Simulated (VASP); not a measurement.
# Os (P6_3/mmc) in VASP: a series of runs, part 2 of 2

VASP 6.6.1. Earlier steps stand in the parts before.

**3. Single point, PBEsol (strain +0.000 along x and y, +0.025 along z)**

File INCAR:

```
SYSTEM = Os
PREC = Accurate
ENCUT = 520
EDIFF = 1E-6
ISMEAR = 0
SIGMA = 0.15
LREAL = .False.
LASPH = .True.
NELM = 80
ALGO = Normal
ISIF = 2
LWAVE = .False.
LCHARG = .False.
GGA = PS
NBANDS = 15
```

File KPOINTS:

```
regular mesh
0
Gamma
  18 18 12
  0 0 0
```

File POSCAR:

```
Os
1.0
    2.7340999755      0.0000000000      0.0000000000
   -1.3670499878      2.3678000353      0.0000000000
    0.0000000000      0.0000000000      4.4276925000
Os
2
Direct
    0.3333333333      0.6666666667      0.2500000000
    0.6666666667      0.3333333333      0.7500000000
```

Potentials or basis: VASP PAW PBE potentials, release 64 (Os).

Started as:

```bash
$ cat potpaw_PBE.64/Os/POTCAR > POTCAR
$ mpirun -np 1 vasp_std > vasp.out
```

OUTCAR:

```text
SYSTEM = Os
   PREC = Accurate
   ENCUT = 520
   EDIFF = 1E-6
   ISMEAR = 0
   LREAL = .False.
   LASPH = .True.
   NELM = 80
   ISIF = 2
   GGA = PS

 ion  position               nearest neighbor table
   1  0.333  0.667  0.250-   2 2.72   2 2.72   2 2.72   2 2.72   2 2.72   2 2.72
   2  0.667  0.333  0.750-   1 2.72   1 2.72   1 2.72   1 2.72   1 2.72   1 2.72

  LATTYP: Found a hexagonal cell.
 ALAT       =     2.7340999755
 C/A-ratio  =     1.6194332832

  Lattice vectors:

 A1 = (   2.7340999755,   0.0000000000,   0.0000000000)
 A2 = (  -1.3670499878,   2.3678000353,   0.0000000000)
 A3 = (   0.0000000000,   0.0000000000,   4.4276925000)

Analysis of symmetry for initial positions (statically):
=====================================================================
 Subroutine PRICEL returns:
 Original cell was already a primitive cell.

 Routine SETGRP: Setting up the symmetry group for a
 hexagonal supercell.

 Subroutine GETGRP returns: Found 24 space group operations
 (whereof 12 operations were pure point group operations)
 out of a pool of 24 trial point group operations.

The static configuration has the point symmetry D_3d.
 The point group associated with its full space group is D_6h.

Analysis of symmetry for dynamics (positions and initial velocities):
=====================================================================
 Subroutine PRICEL returns:
 Original cell was already a primitive cell.

 Routine SETGRP: Setting up the symmetry group for a
 hexagonal supercell.

 Subroutine GETGRP returns: Found 24 space group operations
 (whereof 12 operations were pure point group operations)
 out of a pool of 24 trial point group operations.

The dynamic configuration has the point symmetry D_3d.
 The point group associated with its full space group is D_6h.

 Subroutine INISYM returns: Found 24 space group operations
 (whereof 12 operations are pure point group operations),
 and found     1 'primitive' translations

----------------------------------------------------------------------------------------

                                     Primitive cell

  volume of cell :      28.6640

  direct lattice vectors                    reciprocal lattice vectors
     2.734099975  0.000000000  0.000000000     0.365751073  0.211166481  0.000000000
    -1.367049988  2.367800035  0.000000000     0.000000000  0.422332961  0.000000000
     0.000000000  0.000000000  4.427692500     0.000000000  0.000000000  0.225851276

  length of vectors
     2.734099975  2.734099976  4.427692500     0.422332961  0.422332961  0.225851276

  position of ions in fractional coordinates (direct lattice)
     0.333333333  0.666666667  0.250000000
     0.666666667  0.333333333  0.750000000

  ion indices of the primitive-cell ions
   primitive index   ion index
                 1           1
                 2           2

----------------------------------------------------------------------------------------

 KPOINTS: regular mesh

Automatic generation of k-mesh.
 Grid dimensions read from file:
 generate k-points for:   18   18   12

 Generating k-lattice:

  Cartesian coordinates                     Fractional coordinates (reciprocal lattice)
     0.020319504  0.011731471  0.000000000     0.055555556 -0.000000000  0.000000000
     0.000000000  0.023462942  0.000000000     0.000000000  0.055555556  0.000000000
     0.000000000  0.000000000  0.018820940     0.000000000  0.000000000  0.083333333

  Length of vectors
     0.023462942  0.023462942  0.018820940

  Shift w.r.t. Gamma in fractional coordinates (k-lattice)
     0.000000000  0.000000000  0.000000000

 Subroutine IBZKPT returns following result:
 ===========================================

 Found    259 irreducible k-points:

 Following reciprocal coordinates:
            Coordinates               Weight
  0.000000  0.000000  0.000000      1.000000
  0.055556  0.000000  0.000000      6.000000
  0.111111  0.000000  0.000000      6.000000
  0.166667  0.000000  0.000000      6.000000
  0.222222  0.000000  0.000000      6.000000
  0.277778 -0.000000  0.000000      6.000000
[... 16 lines left out ...]
  0.333333  0.111111  0.000000     12.000000
  0.388889  0.111111  0.000000     12.000000
 [... further k-points ...]
   k-points           NKPTS =    259   k-points in BZ     NKDIM =    259   number of bands    NBANDS=     15
   number of dos      NEDOS =    301   number of ions     NIONS =      2
   total plane-waves  NPLWV =  14400
   dimension x,y,z NGX =    20 NGY =   20 NGZ =   36
   dimension x,y,z NGXF=    40 NGYF=   40 NGZF=   72
   ions per type =               2
   NGX,Y,Z   is equivalent  to a cutoff of  12.16, 12.16, 13.52 a.u.
   NGXF,Y,Z  is equivalent  to a cutoff of  24.32, 24.32, 27.03 a.u.
 SYSTEM =  Os
   PREC   = accura    normal or accurate (medium, high low for compatibility)
   ISTART =      0    job   : 0-new  1-cont  2-samecut
   ICHARG =      2    charge: 1-file 2-atom 10-const
   ISPIN  =      1    spin polarized calculation?
   LNONCOLLINEAR =      F non collinear calculations
   LSORBIT =      F    spin-orbit coupling
   LASPH  =      T    aspherical Exc in radial PAW
   ENCUT  =  520.0 eV  38.22 Ry    6.18 a.u.   5.08  5.08  8.23*2*pi/ulx,y,z
   NELM   =     80;   NELMIN=  2; NELMDL= -5     # of ELM steps
   EDIFF  = 0.1E-05   stopping-criterion for ELM
   LREAL  =      F    real-space projection
[... 7 lines left out ...]
   TEBEG  =    0.0;   TEEND  =   0.0 temperature during run
   PSTRESS=    0.0 pullay stress
   NELECT =      16.0000    total number of electrons
   NUPDOWN=      -1.0000    fix difference up-down
   EMIN   =  10.00;   EMAX   =-10.00  energy-range for DOS
   EFERMI =   0.00;   METHOD = LEGACY
   ISMEAR =     0;   SIGMA  =   0.15  broadening in eV -4-tet -1-fermi 0-gaus
   EFERMI_NEDOS =   21; number of points for ismear=-14 and -15
   IALGO  =     38    algorithm
   IMIX   =      4    mixing-type and parameters
     AMIX     =   0.40;   BMIX     =  1.00
     AMIX_MAG =   1.60;   BMIX_MAG =  1.00
  volume/ion in A,a.u.               =      14.33        96.72
  Fermi-wavevector in a.u.,A,eV,Ry     =   1.347936  2.547229 24.720845  1.816931
  Thomas-Fermi vector in A             =   2.475646
   LORBIT       =      0    0 simple, 1 ext, 2 COOP (PROOUT), +10 PAW based schemes
   GGA     = PS    functional components
   LHFCALC =     F    Hartree Fock is set to
   AEXX    =    0.0000 exact exchange contribution
   IVDW    =     0    specifies the selected vdW correction
   LEPSILON=     F    determine dielectric tensor
   LRPA    =     F    only Hartree local field effects (RPA)
 non-spin polarized calculation
 Gauss-broadening in eV      SIGMA  =   0.15
  energy-cutoff  :      520.00
  volume of cell :       28.66
 maximum number of plane-waves:       785
   NGX = 11   NGY = 11   NGZ = 17

 number of electron      15.9999999 magnetization

 Free energy of the ion-electron system (eV)
  ---------------------------------------------------
  ext. energy  EPLUGINS =         0.00000000
  ---------------------------------------------------
  free energy    TOTEN  =       -24.43650008 eV

  energy without entropy =      -24.42278696  energy(sigma->0) =      -24.42964352

 E-fermi :   8.9414     XC(G=0): -14.0165

 val. band max:        8.9268339696   @ k =   0.2778  -0.0000   0.1667
 cond. band min:       8.9428399253   @ k =   0.1111   0.0556   0.3333
 fundamental gap:      0.0160059557
 Fermi energy:         8.9414196624

 k-point     1 :       0.0000    0.0000    0.0000
  band No.  band energies     occupation
      1      -1.8328      2.00000
      2       1.3069      2.00000
      3       5.9522      2.00000
      4       6.0169      2.00000
      5       6.0169      2.00000
      6       6.7624      2.00000
      7       6.7624      2.00000
      8       7.6499      2.00000
      9       7.6499      2.00000
     10       8.6655      1.99071
     11      10.5809      0.00000
     12      10.5809      0.00000
     13      17.3748      0.00000
     14      23.1162      0.00000
     15      25.3312      0.00000
[... 397 lines left out ...]
 k-point    24 :       0.3889    0.1111    0.0000
  band No.  band energies     occupation
      1       2.3233      2.00000
      2       2.4314      2.00000
      3       2.7656      2.00000
      4       5.5746      2.00000
      5       5.5798      2.00000
      6       6.2636      2.00000
      7       6.9257      2.00000
      8      10.4432      0.00000
      9      10.9803      0.00000
     10      11.1766      0.00000
     11      12.8579      0.00000
     12      15.8709      0.00000
     13      17.9910      0.00000
     14      19.4475      0.00000
     15      20.6221      0.00000

 [... further k-points ...]
[... 5 lines left out ...]
  --------------------------------------------------------------------------------------
  -------------------------------------------------------------------------------------
  Total       -1.3678082     -1.3678082     -3.9843522      0.0000000      0.0000000     -0.0000000
  in kB      -76.4537750    -76.4537750   -222.7057550      0.0000000      0.0000000     -0.0000000
  external PRESSURE =    -125.2044350 kB  Pullay stress =       0.0000000 kB

 VOLUME and BASIS-vectors are now :
 -----------------------------------------------------------------------------
  energy-cutoff  :      520.00
  volume of cell :       28.66
      direct lattice vectors                 reciprocal lattice vectors
     2.734099975  0.000000000  0.000000000     0.365751073  0.211166481  0.000000000
    -1.367049988  2.367800035  0.000000000     0.000000000  0.422332961  0.000000000
     0.000000000  0.000000000  4.427692500     0.000000000  0.000000000  0.225851276

 POSITION                                       TOTAL-FORCE (eV/Angst)
 -----------------------------------------------------------------------------------
     -0.00000      1.57853      1.10692         0.000000     -0.000000      0.000000
      1.36705      0.78927      3.32077        -0.000000      0.000000      0.000000
 -----------------------------------------------------------------------------------
    total drift:                               -0.000000      0.000000     -0.000000

  FREE ENERGIE OF THE ION-ELECTRON SYSTEM (eV)
  ---------------------------------------------------
  free  energy   TOTEN  =       -24.4365000780 eV

  energy  without entropy=      -24.4227869629  energy(sigma->0) =      -24.42964352
```

Run time: 57 s. Hardware: 1 thread of Intel Xeon 8259CL, shared host; peak memory 0.19 GiB.

What came out:

| Item | Value |
| --- | --- |
| Free energy | -24.4365 eV |
| Pressure | -12.5 GPa |
| Band gap on the k mesh | zero (bands 8 and 9 overlap by 3.82 eV) |

Caveat: the cell differs from its parent crystal (strain +0.000 along x and y, +0.025 along z); the stress differs along the axes, from -22 to -8 GPa; the PAW data sets were made with another functional, which shifts forces and pressure a little; spin-orbit coupling is left out, which moves the levels of the heavy elements.

**4. Single point, PBEsol (strain +0.025 along x and y, -0.025 along z)**

File INCAR:

```
SYSTEM = Os
PREC = Accurate
ENCUT = 520
EDIFF = 1E-7
ISMEAR = 0
SIGMA = 0.15
LREAL = .FALSE.
LASPH = .TRUE.
NELM = 80
ALGO = Normal
ISIF = 2
LWAVE = .FALSE.
LCHARG = .TRUE.
GGA = PS
LELF = .TRUE.
LVHAR = .TRUE.
NBANDS = 15
```

File KPOINTS:

```
Automatic mesh
0
G
  18 18 12
  0 0 0
```

File POSCAR:

```
Os
1.0
    2.8024524749      0.0000000000      0.0000000000
   -1.4012262375      2.4269950362      0.0000000000
    0.0000000000      0.0000000000      4.2117075000
Os
2
Direct
    0.3333333333      0.6666666667      0.2500000000
    0.6666666667      0.3333333333      0.7500000000
```

Started as:

```bash
$ cat potpaw_PBE.64/Os/POTCAR > POTCAR
$ mpirun -np 1 vasp_std > vasp.out
```

Wall time 70 s (1 thread of Intel Xeon 8259CL, shared host); peak memory 0.2 GiB.

The run converged. Its results:

| Quantity | Value |
| --- | --- |
| Free energy | -24.3874 eV |
| Pressure | -10.1 GPa |
| Band gap on the k mesh | zero (bands 8 and 9 overlap by 3.79 eV) |

Stress tensor (GPa, compression positive):
```
-18.48   0.00   0.00
  0.00 -18.48   0.00
  0.00   0.00   6.65
```

Levels at points of the mesh, in eV from the Fermi level:
```
           k point  band 4  band 5  band 6  band 7  band 8  band 9  band 10  band 11  band 12  band 13
(0.00, 0.00, 0.00)   -3.06   -2.18   -2.11   -2.11   -1.98   -1.98     0.56     1.60     1.60     9.37
(0.50, 0.00, 0.00)   -3.85   -3.09   -2.19   -1.50    1.54    2.24     2.88     4.04     5.23     9.30
(0.00, 0.00, 0.50)   -3.40   -3.40   -3.40   -3.23   -3.23    0.92     0.92     0.92     0.92    13.52
(0.50, 0.00, 0.50)   -4.99   -1.42   -1.42   -0.23   -0.23    1.98     1.98     3.11     3.11     8.72
```

Caveat: the cell differs from its parent crystal (strain +0.025 along x and y, -0.025 along z); the stress differs along the axes, from -18 to 7 GPa; the PAW data sets were made with another functional, which shifts forces and pressure a little; spin-orbit coupling is left out, which moves the levels of the heavy elements.

**5. Single point, PBEsol (strain +0.000 along x and y, +0.050 along z)**

File INCAR:

```
PREC     = Accurate       # precision mode
ENCUT    = 520            # plane-wave cutoff, eV
EDIFF    = 1E-7           # SCF threshold, eV
ISMEAR   = 0              # smearing method
SIGMA    = 0.15           # smearing width, eV
LREAL    = False          # projectors in reciprocal space
LASPH    = True           # aspherical terms in the spheres
NELM     = 100            # most SCF steps
ALGO     = Normal         # electronic algorithm
ISIF     = 2              # what is computed and relaxed
LWAVE    = False          # write WAVECAR
LCHARG   = False          # write CHGCAR
GGA      = PS             # functional
NBANDS   = 15             # bands
```

File KPOINTS:

```
Automatic mesh
0
Gamma
  18 18 12
```

File POSCAR:

```
Os
1.0
    2.7340999755      0.0000000000      0.0000000000
   -1.3670499878      2.3678000353      0.0000000000
    0.0000000000      0.0000000000      4.5356850000
Os
2
Direct
    0.3333333333      0.6666666667      0.2500000000
    0.6666666667      0.3333333333      0.7500000000
```

Started as:

```bash
$ cat potpaw_PBE.64/Os/POTCAR > POTCAR
$ mpirun -np 1 vasp_std > vasp.out
```

Wall time 71 s (1 thread of Intel Xeon 8259CL, shared host); peak memory 0.19 GiB.

Results (log left out):

- Free energy: -24.3034 eV
- Pressure: -20.7 GPa
- Band gap on the k mesh: zero (bands 8 and 9 overlap by 3.72 eV)

Stress tensor (GPa, compression positive):
```
-11.79   0.00   0.00
  0.00 -11.79   0.00
  0.00   0.00 -38.38
```

Levels at points of the mesh, in eV from the Fermi level:
| k point | band 5 | band 6 | band 7 | band 8 | band 9 | band 10 | band 11 | band 12 |
| --- | --- | --- | --- | --- | --- | --- | --- | --- |
| (0.00, 0.00, 0.00) | -2.79 | -2.14 | -2.14 | -1.04 | -1.04 | -0.51 | 1.59 | 1.59 |
| (0.50, 0.00, 0.00) | -2.74 | -2.61 | -2.09 | 2.25 | 2.25 | 2.65 | 4.22 | 5.51 |
| (0.00, 0.00, 0.50) | -2.86 | -2.86 | -2.86 | -2.86 | 0.81 | 0.81 | 0.81 | 0.81 |
| (0.50, 0.00, 0.50) | -0.92 | -0.92 | -0.14 | -0.14 | 2.48 | 2.48 | 3.06 | 3.06 |

Caveat: the cell differs from its parent crystal (strain +0.000 along x and y, +0.050 along z); the stress differs along the axes, from -38 to -12 GPa; the PAW data sets were made with another functional, which shifts forces and pressure a little; spin-orbit coupling is left out, which moves the levels of the heavy elements.

**6. The runs side by side**

| cell | gap on the mesh (eV) | pressure (GPa) |
| --- | --- | --- |
| a = 2.802, b = 2.802, c = 4.104 Å, angles 90.0, 90.0, 120.0°, 2 atoms | none | 2.8 |
| a = 2.734, b = 2.734, c = 4.428 Å, angles 90.0, 90.0, 120.0°, 2 atoms | none | -12.5 |
| a = 2.802, b = 2.802, c = 4.212 Å, angles 90.0, 90.0, 120.0°, 2 atoms | none | -10.1 |
| a = 2.734, b = 2.734, c = 4.536 Å, angles 90.0, 90.0, 120.0°, 2 atoms | none | -20.7 |

Alike in all rows: task single point; level PBEsol; potentials or basis VASP PAW PBE potentials, release 64 (Os); no spin polarisation; k mesh 18 × 18 × 12; cutoff (eV) 520; smearing gaussian 0.15 eV.

Caveats: the PAW data sets were made with another functional, which shifts forces and pressure a little; spin-orbit coupling is left out, which moves the levels of the heavy elements; the stress differs along the axes, from -11 to 31 GPa (at least some runs); the stress differs along the axes, from -22 to -8 GPa (at least some runs); the stress differs along the axes, from -18 to 7 GPa (at least some runs); the stress differs along the axes, from -38 to -12 GPa (at least some runs).

Total energies depend on the potentials used, so only differences within one code and one set of settings carry meaning.
